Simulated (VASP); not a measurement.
Crystal: Te.

```
CELL_PARAMETERS angstrom
2.30590 1.33131 1.69095
-2.30590 1.33131 1.69095
0.00000 -2.66263 1.69095
ATOMIC_POSITIONS crystal
Te 0.50000 0.50000 0.50000
```

Base run:

```yaml
Program: VASP 6.6.1
Functional: PBE exchange alone
Potentials_or_basis: VASP PAW PBE potentials, release 64 (Te)
Cutoff: 500 eV
k_mesh: 9 × 9 × 9
Occupations: tetrahedron
Spin: non-collinear spin, zero start, spin-orbit coupling
Starting_moments: "[[0.0, 0.0, 0.0]] μB"
```

Its results: pressure 13.0 GPa; net moment 0.00 μB per cell.

Question: The run is repeated on the same cell with these changes: functional from PBE exchange alone to BLYP; occupations from tetrahedron to methfessel-paxton, width 0.1 eV. What comes out?

Answer: Pressure 7.7 GPa; net moment 0.00 μB per cell.

Caveats: the cell stands under pressure; the PAW data sets were made with another functional, which shifts forces and pressure a little (at least some runs).
